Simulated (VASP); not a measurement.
# HfB (Fm-3m) in VASP: further runs

Runs on HfB. Level: PBEsol. Tasks: single point.

Program: VASP 6.6.1. These are calculated values, not measurements. Logs are shortened: lines on timing, memory, paths and dates and some standing lists are left out, and cuts for length are marked.

### Step 1. The cell of the first run

It takes space group Fm-3m (No. 225, cubic). The conventional cell has a = 4.620 Å, b = 4.620 Å, c = 4.620 Å, α = 90.00°, β = 90.00°, γ = 90.00°. Within 3.1 Å of Hf (site symmetry m-3m) lie 6 B at 2.31 Å. B (site symmetry m-3m) has 6 Hf at 2.31 Å within 3.1 Å.

### Step 2. Single point, PBEsol

INCAR

```
SYSTEM = HfB
ALGO = Normal ; EDIFF = 1E-6
ENCUT = 520 ; GGA = PS
ISIF = 2 ; ISMEAR = 0
LASPH = .True. ; LCHARG = .False.
LREAL = .False. ; LWAVE = .False.
NBANDS = 14 ; NELM = 60
PREC = Accurate ; SIGMA = 0.15
```

KPOINTS

```
k-points
0
Gamma
  18 18 18
  0 0 0
```

POSCAR

```
HfB
1.0
    0.0000000000      2.3100000000      2.3100000000
    2.3100000000      0.0000000000      2.3100000000
    2.3100000000      2.3100000000      0.0000000000
Hf B
1 1
Direct
    0.5000000000      0.5000000000      0.5000000000
    0.0000000000      0.0000000000      0.0000000000
```

Potentials or basis: VASP PAW PBE potentials, release 64 (Hf_pv, B).

Command:

```bash
cat potpaw_PBE.64/Hf_pv/POTCAR potpaw_PBE.64/B/POTCAR > POTCAR
mpirun -np 1 vasp_std > vasp.out
```

OUTCAR:

```text
SYSTEM = HfB
   EDIFF = 1E-6
   ENCUT = 520
   GGA = PS
   ISIF = 2
   ISMEAR = 0
   LASPH = .True.
   LREAL = .False.
   NELM = 60
   PREC = Accurate

 ion  position               nearest neighbor table
   1  0.500  0.500  0.500-   2 2.31   2 2.31   2 2.31   2 2.31   2 2.31   2 2.31
   2  0.000  0.000  0.000-   1 2.31   1 2.31   1 2.31   1 2.31   1 2.31   1 2.31

  LATTYP: Found a face centered cubic cell.
 ALAT       =     4.6200000000

  Lattice vectors:

 A1 = (   0.0000000000,   2.3100000000,   2.3100000000)
 A2 = (   2.3100000000,   0.0000000000,   2.3100000000)
 A3 = (   2.3100000000,   2.3100000000,   0.0000000000)

Analysis of symmetry for initial positions (statically):
[... 5 lines left out ...]
 face centered cubic supercell.

 Subroutine GETGRP returns: Found 48 space group operations
 (whereof 48 operations were pure point group operations)
 out of a pool of 48 trial point group operations.

The static configuration has the point symmetry O_h .

Analysis of symmetry for dynamics (positions and initial velocities):
[... 5 lines left out ...]
 face centered cubic supercell.

 Subroutine GETGRP returns: Found 48 space group operations
 (whereof 48 operations were pure point group operations)
 out of a pool of 48 trial point group operations.

The dynamic configuration has the point symmetry O_h .

 Subroutine INISYM returns: Found 48 space group operations
 (whereof 48 operations are pure point group operations),
 and found     1 'primitive' translations

----------------------------------------------------------------------------------------

                                     Primitive cell

  volume of cell :      24.6528

  direct lattice vectors                    reciprocal lattice vectors
     0.000000000  2.310000000  2.310000000    -0.216450216  0.216450216  0.216450216
     2.310000000  0.000000000  2.310000000     0.216450216 -0.216450216  0.216450216
     2.310000000  2.310000000  0.000000000     0.216450216  0.216450216 -0.216450216

  length of vectors
     3.266833329  3.266833329  3.266833329     0.374902772  0.374902772  0.374902772

  position of ions in fractional coordinates (direct lattice)
     0.500000000  0.500000000  0.500000000
     0.000000000  0.000000000  0.000000000

  ion indices of the primitive-cell ions
   primitive index   ion index
                 1           1
                 2           2

----------------------------------------------------------------------------------------

 KPOINTS: k-points

Automatic generation of k-mesh.
 Grid dimensions read from file:
 generate k-points for:   18   18   18

 Generating k-lattice:

  Cartesian coordinates                     Fractional coordinates (reciprocal lattice)
    -0.012025012  0.012025012  0.012025012     0.055555556  0.000000000  0.000000000
     0.012025012 -0.012025012  0.012025012     0.000000000  0.055555556  0.000000000
     0.012025012  0.012025012 -0.012025012     0.000000000  0.000000000  0.055555556

  Length of vectors
     0.020827932  0.020827932  0.020827932

  Shift w.r.t. Gamma in fractional coordinates (k-lattice)
     0.000000000  0.000000000  0.000000000

 Subroutine IBZKPT returns following result:
 ===========================================

 Found    195 irreducible k-points:

 Following reciprocal coordinates:
            Coordinates               Weight
  0.000000  0.000000  0.000000      1.000000
  0.055556  0.000000  0.000000      8.000000
  0.111111  0.000000  0.000000      8.000000
  0.166667  0.000000  0.000000      8.000000
  0.222222  0.000000  0.000000      8.000000
  0.277778  0.000000  0.000000      8.000000
[... 16 lines left out ...]
 -0.277778  0.055556  0.000000     24.000000
 -0.222222  0.055556  0.000000     24.000000
 [... further k-points ...]
   k-points           NKPTS =    195   k-points in BZ     NKDIM =    195   number of bands    NBANDS=     14
   number of dos      NEDOS =    301   number of ions     NIONS =      2
   total plane-waves  NPLWV =  13824
   dimension x,y,z NGX =    24 NGY =   24 NGZ =   24
   dimension x,y,z NGXF=    48 NGYF=   48 NGZF=   48
   ions per type =               1   1
   NGX,Y,Z   is equivalent  to a cutoff of  12.21, 12.21, 12.21 a.u.
   NGXF,Y,Z  is equivalent  to a cutoff of  24.43, 24.43, 24.43 a.u.
 SYSTEM =  HfB
   PREC   = accura    normal or accurate (medium, high low for compatibility)
   ISTART =      0    job   : 0-new  1-cont  2-samecut
   ICHARG =      2    charge: 1-file 2-atom 10-const
   ISPIN  =      1    spin polarized calculation?
   LNONCOLLINEAR =      F non collinear calculations
   LSORBIT =      F    spin-orbit coupling
   LASPH  =      T    aspherical Exc in radial PAW
   ENCUT  =  520.0 eV  38.22 Ry    6.18 a.u.   6.07  6.07  6.07*2*pi/ulx,y,z
   NELM   =     60;   NELMIN=  2; NELMDL= -5     # of ELM steps
   EDIFF  = 0.1E-05   stopping-criterion for ELM
   LREAL  =      F    real-space projection
   EDIFFG = 0.1E-04   stopping-criterion for IOM
   NSW    =      0    number of steps for IOM
   IBRION =     -1    ionic relax: 0-MD 1-quasi-New 2-CG
   NFREE  =      0    steps in history (QN), initial steepest desc. (CG)
   ISIF   =      2    stress and relaxation
   ISYM   =      2    0-nonsym 1-usesym 2-fastsym
   POTIM  = 0.5000    time-step for ionic-motion
   TEBEG  =    0.0;   TEEND  =   0.0 temperature during run
   PSTRESS=    0.0 pullay stress
   NELECT =      13.0000    total number of electrons
   NUPDOWN=      -1.0000    fix difference up-down
   EMIN   =  10.00;   EMAX   =-10.00  energy-range for DOS
   EFERMI =   0.00;   METHOD = LEGACY
   ISMEAR =     0;   SIGMA  =   0.15  broadening in eV -4-tet -1-fermi 0-gaus
   EFERMI_NEDOS =   21; number of points for ismear=-14 and -15
   IALGO  =     38    algorithm
   IMIX   =      4    mixing-type and parameters
     AMIX     =   0.40;   BMIX     =  1.00
     AMIX_MAG =   1.60;   BMIX_MAG =  1.00
  volume/ion in A,a.u.               =      12.33        83.18
  Fermi-wavevector in a.u.,A,eV,Ry     =   1.322617  2.499383 23.800871  1.749315
  Thomas-Fermi vector in A             =   2.452285
   LORBIT       =      0    0 simple, 1 ext, 2 COOP (PROOUT), +10 PAW based schemes
   GGA     = PS    functional components
   LHFCALC =     F    Hartree Fock is set to
   AEXX    =    0.0000 exact exchange contribution
   IVDW    =     0    specifies the selected vdW correction
   LEPSILON=     F    determine dielectric tensor
   LRPA    =     F    only Hartree local field effects (RPA)
 non-spin polarized calculation
 Gauss-broadening in eV      SIGMA  =   0.15
  energy-cutoff  :      520.00
  volume of cell :       24.65
 maximum number of plane-waves:       680
   NGX = 13   NGY = 13   NGZ = 13

 number of electron      13.0000002 magnetization

 Free energy of the ion-electron system (eV)
  ---------------------------------------------------
  ext. energy  EPLUGINS =         0.00000000
  ---------------------------------------------------
  free energy    TOTEN  =       -18.21250336 eV

  energy without entropy =      -18.20071803  energy(sigma->0) =      -18.20661070

 E-fermi :   5.0004     XC(G=0): -12.4029

 val. band max:        4.9836620033   @ k =   0.3889   0.1667   0.0000
 cond. band min:       5.0150244191   @ k =   0.2778   0.2222   0.0000
 fundamental gap:      0.0313624158
 Fermi energy:         5.0004129476

 k-point     1 :       0.0000    0.0000    0.0000
  band No.  band energies     occupation
      1     -23.2525      2.00000
      2     -23.2525      2.00000
      3     -23.2525      2.00000
      4      -4.5663      2.00000
      5       7.1490      0.00000
      6       7.1490      0.00000
      7       7.1490      0.00000
      8       8.9961      0.00000
      9       8.9961      0.00000
     10       8.9961      0.00000
     11       9.1947      0.00000
     12       9.1947      0.00000
     13      16.6511      0.00000
     14      18.0410      0.00000

 k-point     2 :       0.0556    0.0000    0.0000
  band No.  band energies     occupation
      1     -23.2764      2.00000
      2     -23.2549      2.00000
      3     -23.2549      2.00000
      4      -4.4757      2.00000
      5       6.8194      0.00000
      6       7.1075      0.00000
      7       7.1075      0.00000
      8       8.1858      0.00000
      9       8.1858      0.00000
     10       9.1795      0.00000
     11      10.2272      0.00000
     12      10.2272      0.00000
     13      16.8845      0.00000
     14      18.1441      0.00000

 k-point     3 :       0.1111    0.0000    0.0000
  band No.  band energies     occupation
      1     -23.3446      2.00000
      2     -23.2618      2.00000
      3     -23.2618      2.00000
      4      -4.2099      2.00000
      5       6.1011      0.00000
      6       6.6801      0.00000
      7       6.6801      0.00000
      8       7.9105      0.00000
      9       7.9105      0.00000
     10       9.4960      0.00000
     11      11.4666      0.00000
     12      11.4666      0.00000
     13      17.5486      0.00000
     14      18.4181      0.00000
[... 324 lines left out ...]
 k-point    23 :      -0.2778    0.0556    0.0000
  band No.  band energies     occupation
      1     -23.7378      2.00000
      2     -23.3309      2.00000
      3     -23.2944      2.00000
      4      -2.2831      2.00000
      5       3.2671      2.00000
      6       4.4064      2.00000
      7       4.5814      1.99992
      8       9.1877      0.00000
      9       9.8567      0.00000
     10      10.7435      0.00000
     11      15.1837      0.00000
     12      16.7569      0.00000
     13      17.6737      0.00000
     14      20.1677      0.00000

 k-point    24 :      -0.2222    0.0556    0.0000
  band No.  band energies     occupation
      1     -23.6152      2.00000
      2     -23.3166      2.00000
      3     -23.2802      2.00000
      4      -2.9555      2.00000
      5       4.0822      2.00000
      6       4.9149      1.58003
      7       5.0746      0.48409
      8       8.5290      0.00000
      9       9.3272      0.00000
     10      10.3508      0.00000
     11      13.8795      0.00000
     12      15.3840      0.00000
     13      18.5916      0.00000
     14      20.1279      0.00000

 [... further k-points ...]
[... 5 lines left out ...]
  --------------------------------------------------------------------------------------
  -------------------------------------------------------------------------------------
  Total        3.7783854      3.7783854      3.7783854      0.0000000      0.0000000     -0.0000000
  in kB      245.5561979    245.5561979    245.5561979      0.0000000      0.0000000     -0.0000000
  external PRESSURE =     245.5561979 kB  Pullay stress =       0.0000000 kB

 VOLUME and BASIS-vectors are now :
 -----------------------------------------------------------------------------
  energy-cutoff  :      520.00
  volume of cell :       24.65
      direct lattice vectors                 reciprocal lattice vectors
     0.000000000  2.310000000  2.310000000    -0.216450216  0.216450216  0.216450216
     2.310000000  0.000000000  2.310000000     0.216450216 -0.216450216  0.216450216
     2.310000000  2.310000000  0.000000000     0.216450216  0.216450216 -0.216450216

 POSITION                                       TOTAL-FORCE (eV/Angst)
 -----------------------------------------------------------------------------------
      2.31000      2.31000      2.31000         0.000000      0.000000      0.000000
      0.00000      0.00000      0.00000         0.000000     -0.000000      0.000000
 -----------------------------------------------------------------------------------
    total drift:                               -0.000000     -0.000000      0.000000

  FREE ENERGIE OF THE ION-ELECTRON SYSTEM (eV)
  ---------------------------------------------------
  free  energy   TOTEN  =       -18.2125033591 eV

  energy  without entropy=      -18.2007180312  energy(sigma->0) =      -18.20661070
```

Wall time 14 s (1 thread of Intel Xeon 6975P-C (Granite Rapids), shared host); peak memory 0.19 GiB.

Results:

```
Free energy : -18.2125 eV
Pressure    : 24.6 GPa
```

Caveat: the PAW data sets were made with another functional, which shifts forces and pressure a little; spin-orbit coupling is left out, which moves the levels of the heavy elements.

(Part 1 of 2 ends here.)
